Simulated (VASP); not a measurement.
# Na2TeBr6 (Fm-3m) in VASP: single point with PBE

Aim: the single point of Na2TeBr6 with PBE.

Program: VASP 6.6.1. These are calculated values, not measurements. Logs are shortened: lines on timing, memory, paths and dates and some standing lists are left out, and cuts for length are marked.

## (1) The cell of the first run

It takes space group Fm-3m (No. 225, cubic). Conventional cell: a = 10.419 Å, b = 10.419 Å, c = 10.419 Å, α = 90.00°, β = 90.00°, γ = 90.00°. Na (site symmetry -43m) has 12 Br at 3.68 Å and 4 Te at 4.51 Å within 4.8 Å. Te (site symmetry m-3m) has 6 Br at 2.57 Å within 3.4 Å. Br (site symmetry 4mm) has 1 Te at 2.57 Å within 3.4 Å.

## (2) Single point, PBE

Contents of INCAR:

```
SYSTEM = Na2TeBr6
  PREC = Accurate
  ENCUT = 520
  EDIFF = 1E-7
  ISMEAR = -1
  SIGMA = 0.0274
  LREAL = .FALSE.
  LASPH = .TRUE.
  NELM = 60
  ALGO = Normal
  ISIF = 2
  LWAVE = .FALSE.
  LCHARG = .TRUE.
  GGA = PE
  LELF = .TRUE.
  LVHAR = .TRUE.
  NBANDS = 41
```

Contents of KPOINTS:

```
regular mesh
0
G
  4 4 4
  0 0 0
```

Contents of POSCAR:

```
Na2TeBr6
1.0
    0.0000000000      5.2095380000      5.2095380000
    5.2095380000      0.0000000000      5.2095380000
    5.2095380000      5.2095380000      0.0000000000
Na Te Br
2 1 6
Direct
    0.2500000000      0.2500000000      0.2500000000
    0.7500000000      0.7500000000      0.7500000000
    0.0000000000      0.0000000000      0.0000000000
    0.7532000000      0.2468000000      0.2468000000
    0.2468000000      0.7532000000      0.2468000000
    0.2468000000      0.7532000000      0.7532000000
    0.7532000000      0.2468000000      0.7532000000
    0.2468000000      0.2468000000      0.7532000000
    0.7532000000      0.7532000000      0.2468000000
```

Potentials or basis: VASP PAW PBE potentials, release 64 (Na_pv, Te, Br).

Started as:

```
> cat potpaw_PBE.64/Na_pv/POTCAR potpaw_PBE.64/Te/POTCAR potpaw_PBE.64/Br/POTCAR > POTCAR
> mpirun -np 1 vasp_std > vasp.out
```

OUTCAR:

```text
SYSTEM = Na2TeBr6
   PREC = Accurate
   ENCUT = 520
   EDIFF = 1E-7
   ISMEAR = -1
   LREAL = .FALSE.
   LASPH = .TRUE.
   NELM = 60
   ISIF = 2
   GGA = PE

 ion  position               nearest neighbor table
   1  0.250  0.250  0.250-
   2  0.750  0.750  0.750-
   3  0.000  0.000  0.000-   4 2.57   5 2.57   6 2.57   7 2.57   8 2.57   9 2.57
   4  0.753  0.247  0.247-   3 2.57
   5  0.247  0.753  0.247-   3 2.57
   6  0.247  0.753  0.753-   3 2.57
   7  0.753  0.247  0.753-   3 2.57
   8  0.247  0.247  0.753-   3 2.57
   9  0.753  0.753  0.247-   3 2.57

  LATTYP: Found a face centered cubic cell.
 ALAT       =    10.4190760000

  Lattice vectors:

 A1 = (   0.0000000000,   5.2095380000,   5.2095380000)
 A2 = (   5.2095380000,   0.0000000000,   5.2095380000)
 A3 = (   5.2095380000,   5.2095380000,   0.0000000000)

Analysis of symmetry for initial positions (statically):
=====================================================================
 Subroutine PRICEL returns:
 Original cell was already a primitive cell.

 Routine SETGRP: Setting up the symmetry group for a
 face centered cubic supercell.

 Subroutine GETGRP returns: Found 48 space group operations
 (whereof 48 operations were pure point group operations)
 out of a pool of 48 trial point group operations.

The static configuration has the point symmetry O_h .

Analysis of symmetry for dynamics (positions and initial velocities):
=====================================================================
 Subroutine PRICEL returns:
 Original cell was already a primitive cell.

 Routine SETGRP: Setting up the symmetry group for a
 face centered cubic supercell.

 Subroutine GETGRP returns: Found 48 space group operations
 (whereof 48 operations were pure point group operations)
 out of a pool of 48 trial point group operations.

The dynamic configuration has the point symmetry O_h .

 Subroutine INISYM returns: Found 48 space group operations
 (whereof 48 operations are pure point group operations),
 and found     1 'primitive' translations

----------------------------------------------------------------------------------------

                                     Primitive cell

  volume of cell :     282.7663

  direct lattice vectors                    reciprocal lattice vectors
     0.000000000  5.209538000  5.209538000    -0.095977801  0.095977801  0.095977801
     5.209538000  0.000000000  5.209538000     0.095977801 -0.095977801  0.095977801
     5.209538000  5.209538000  0.000000000     0.095977801  0.095977801 -0.095977801

  length of vectors
     7.367399293  7.367399293  7.367399293     0.166238427  0.166238427  0.166238427

  position of ions in fractional coordinates (direct lattice)
     0.250000000  0.250000000  0.250000000
     0.750000000  0.750000000  0.750000000
     0.000000000  0.000000000  0.000000000
     0.753200000  0.246800000  0.246800000
     0.246800000  0.753200000  0.246800000
     0.246800000  0.753200000  0.753200000
     0.753200000  0.246800000  0.753200000
     0.246800000  0.246800000  0.753200000
     0.753200000  0.753200000  0.246800000

  ion indices of the primitive-cell ions
   primitive index   ion index
                 1           1
                 2           2
                 3           3
                 4           4
                 5           5
                 6           6
                 7           7
                 8           8
                 9           9

----------------------------------------------------------------------------------------

 KPOINTS: regular mesh

Automatic generation of k-mesh.
 Grid dimensions read from file:
 generate k-points for:    4    4    4

 Generating k-lattice:

  Cartesian coordinates                     Fractional coordinates (reciprocal lattice)
    -0.023994450  0.023994450  0.023994450     0.250000000  0.000000000  0.000000000
     0.023994450 -0.023994450  0.023994450     0.000000000  0.250000000  0.000000000
     0.023994450  0.023994450 -0.023994450     0.000000000  0.000000000  0.250000000

  Length of vectors
     0.041559607  0.041559607  0.041559607

  Shift w.r.t. Gamma in fractional coordinates (k-lattice)
     0.000000000  0.000000000  0.000000000

 Subroutine IBZKPT returns following result:
 ===========================================

 Found      8 irreducible k-points:

 Following reciprocal coordinates:
            Coordinates               Weight
  0.000000  0.000000  0.000000      1.000000
  0.250000  0.000000  0.000000      8.000000
  0.500000  0.000000  0.000000      4.000000
  0.250000  0.250000  0.000000      6.000000
  0.500000  0.250000  0.000000     24.000000
 -0.250000  0.250000  0.000000     12.000000
  0.500000  0.500000  0.000000      3.000000
 -0.250000  0.500000  0.250000      6.000000
   k-points           NKPTS =      8   k-points in BZ     NKDIM =      8   number of bands    NBANDS=     41
   number of dos      NEDOS =    301   number of ions     NIONS =      9
   total plane-waves  NPLWV = 175616
   dimension x,y,z NGX =    56 NGY =   56 NGZ =   56
   dimension x,y,z NGXF=   112 NGYF=  112 NGZF=  112
   ions per type =               2   1   6
   NGX,Y,Z   is equivalent  to a cutoff of  12.64, 12.64, 12.64 a.u.
   NGXF,Y,Z  is equivalent  to a cutoff of  25.27, 25.27, 25.27 a.u.
 SYSTEM =  Na2TeBr6
   PREC   = accura    normal or accurate (medium, high low for compatibility)
   ISTART =      0    job   : 0-new  1-cont  2-samecut
   ICHARG =      2    charge: 1-file 2-atom 10-const
   ISPIN  =      1    spin polarized calculation?
   LNONCOLLINEAR =      F non collinear calculations
   LSORBIT =      F    spin-orbit coupling
   LASPH  =      T    aspherical Exc in radial PAW
   ENCUT  =  520.0 eV  38.22 Ry    6.18 a.u.  13.70 13.70 13.70*2*pi/ulx,y,z
   NELM   =     60;   NELMIN=  2; NELMDL= -5     # of ELM steps
   EDIFF  = 0.1E-06   stopping-criterion for ELM
   LREAL  =      F    real-space projection
   EDIFFG = 0.1E-05   stopping-criterion for IOM
   NSW    =      0    number of steps for IOM
   IBRION =     -1    ionic relax: 0-MD 1-quasi-New 2-CG
   NFREE  =      0    steps in history (QN), initial steepest desc. (CG)
   ISIF   =      2    stress and relaxation
   ISYM   =      2    0-nonsym 1-usesym 2-fastsym
   POTIM  = 0.5000    time-step for ionic-motion
   TEBEG  =    0.0;   TEEND  =   0.0 temperature during run
   PSTRESS=    0.0 pullay stress
   NELECT =      62.0000    total number of electrons
   NUPDOWN=      -1.0000    fix difference up-down
   EMIN   =  10.00;   EMAX   =-10.00  energy-range for DOS
   EFERMI =   0.00;   METHOD = LEGACY
   ISMEAR =    -1;   SIGMA  =   0.03  broadening in eV -4-tet -1-fermi 0-gaus
   EFERMI_NEDOS =   21; number of points for ismear=-14 and -15
   IALGO  =     38    algorithm
   IMIX   =      4    mixing-type and parameters
     AMIX     =   0.40;   BMIX     =  1.00
     AMIX_MAG =   1.60;   BMIX_MAG =  1.00
  volume/ion in A,a.u.               =      31.42       212.02
  Fermi-wavevector in a.u.,A,eV,Ry     =   0.987180  1.865499 13.259199  0.974524
  Thomas-Fermi vector in A             =   2.118615
   LORBIT       =      0    0 simple, 1 ext, 2 COOP (PROOUT), +10 PAW based schemes
   GGA     = PE    functional components
   LHFCALC =     F    Hartree Fock is set to
   AEXX    =    0.0000 exact exchange contribution
   IVDW    =     0    specifies the selected vdW correction
   LEPSILON=     F    determine dielectric tensor
   LRPA    =     F    only Hartree local field effects (RPA)
 non-spin polarized calculation
  energy-cutoff  :      520.00
  volume of cell :      282.77
 maximum number of plane-waves:      7648
 NGX is ok and might be reduce to    56
   NGX = 27   NGY = 27   NGZ = 27

 number of electron      62.0000015 magnetization

 Free energy of the ion-electron system (eV)
  ---------------------------------------------------
  ext. energy  EPLUGINS =         0.00000000
  ---------------------------------------------------
  free energy    TOTEN  =       -22.24738370 eV

  energy without entropy =      -22.24738370  energy(sigma->0) =      -22.24738370

 E-fermi :   1.9095     XC(G=0):  -7.8427

 val. band max:        1.2930222526   @ k =   0.5000   0.5000   0.0000
 cond. band min:       3.2451094084   @ k =   0.5000   0.0000   0.0000
 fundamental gap:      1.9520871558
 Fermi energy:         1.9094634518

 k-point     1 :       0.0000    0.0000    0.0000
  band No.  band energies     occupation
      1     -23.0103      2.00000
      2     -23.0103      2.00000
      3     -23.0103      2.00000
      4     -23.0101      2.00000
      5     -23.0101      2.00000
      6     -23.0101      2.00000
[... 33 lines left out ...]
     40       7.4518      0.00000
     41       7.4518      0.00000

 k-point     2 :       0.2500    0.0000    0.0000
  band No.  band energies     occupation
      1     -23.0103      2.00000
      2     -23.0103      2.00000
      3     -23.0103      2.00000
      4     -23.0101      2.00000
      5     -23.0101      2.00000
      6     -23.0101      2.00000
[... 33 lines left out ...]
     40       7.8467      0.00000
     41       7.8675      0.00000

 k-point     3 :       0.5000    0.0000    0.0000
  band No.  band energies     occupation
      1     -23.0102      2.00000
      2     -23.0102      2.00000
      3     -23.0102      2.00000
      4     -23.0102      2.00000
      5     -23.0102      2.00000
      6     -23.0102      2.00000
[... 171 lines left out ...]
      2     -23.0104      2.00000
      3     -23.0104      2.00000
      4     -23.0100      2.00000
      5     -23.0100      2.00000
      6     -23.0100      2.00000
[... 33 lines left out ...]
     40       7.6998      0.00000
     41       7.8745      0.00000

 k-point     8 :      -0.2500    0.5000    0.2500
  band No.  band energies     occupation
      1     -23.0104      2.00000
      2     -23.0104      2.00000
      3     -23.0102      2.00000
      4     -23.0102      2.00000
      5     -23.0100      2.00000
      6     -23.0100      2.00000
[... 33 lines left out ...]
     40       7.8391      0.00000
     41       7.8597      0.00000

------------------------ aborting loop because EDIFF is reached ----------------------------------------

  FORCE on cell =-STRESS in cart. coord.  units (eV):
  Direction    XX          YY          ZZ          XY          YZ          ZX
  --------------------------------------------------------------------------------------
  -------------------------------------------------------------------------------------
  Total        8.6206819      8.6206819      8.6206819      0.0000000     -0.0000000     -0.0000000
  in kB       48.8455017     48.8455017     48.8455017      0.0000000     -0.0000000     -0.0000000
  external PRESSURE =      48.8455017 kB  Pullay stress =       0.0000000 kB

 VOLUME and BASIS-vectors are now :
 -----------------------------------------------------------------------------
  energy-cutoff  :      520.00
  volume of cell :      282.77
      direct lattice vectors                 reciprocal lattice vectors
     0.000000000  5.209538000  5.209538000    -0.095977801  0.095977801  0.095977801
     5.209538000  0.000000000  5.209538000     0.095977801 -0.095977801  0.095977801
     5.209538000  5.209538000  0.000000000     0.095977801  0.095977801 -0.095977801

 POSITION                                       TOTAL-FORCE (eV/Angst)
 -----------------------------------------------------------------------------------
      2.60477      2.60477      2.60477         0.000000      0.000000      0.000000
      7.81431      7.81431      7.81431        -0.000000     -0.000000      0.000000
      0.00000      0.00000      0.00000        -0.000000      0.000000      0.000000
      2.57143      5.20954      5.20954         1.544424      0.000000      0.000000
      5.20954      2.57143      5.20954        -0.000000      1.544424      0.000000
      7.84765      5.20954      5.20954        -1.544424      0.000000      0.000000
      5.20954      7.84765      5.20954        -0.000000     -1.544424      0.000000
      5.20954      5.20954      2.57143        -0.000000      0.000000      1.544424
      5.20954      5.20954      7.84765        -0.000000      0.000000     -1.544424
 -----------------------------------------------------------------------------------
    total drift:                               -0.000000     -0.000000      0.000000

  FREE ENERGIE OF THE ION-ELECTRON SYSTEM (eV)
  ---------------------------------------------------
  free  energy   TOTEN  =       -22.2473837045 eV

  energy  without entropy=      -22.2473837045  energy(sigma->0) =      -22.24738370
```

It took 2 min on 1 thread of Intel Xeon 6975P-C (Granite Rapids), shared host; peak memory 0.44 GiB.

Results:

```
Free energy            : -22.2474 eV
Pressure               : 4.9 GPa
Largest force          : 1.544 eV/Å
Band gap on the k mesh : 1.95 eV, indirect (least direct gap 2.30 eV)
```

Forces in eV/Å, atoms in the order of the input:
```
Na   0.000  0.000  0.000
Na   0.000  0.000  0.000
Te   0.000  0.000  0.000
Br   1.544  0.000  0.000
Br   0.000  1.544  0.000
Br  -1.544  0.000  0.000
Br   0.000 -1.544  0.000
Br   0.000  0.000  1.544
Br   0.000  0.000 -1.544
```

Caveat: spin-orbit coupling is left out, which moves the levels of the heavy elements; forces of over 1 eV/Å act on the atoms, so gaps and moduli don't describe the material at rest. As with any semilocal functional, this PBE gap is likely too small.
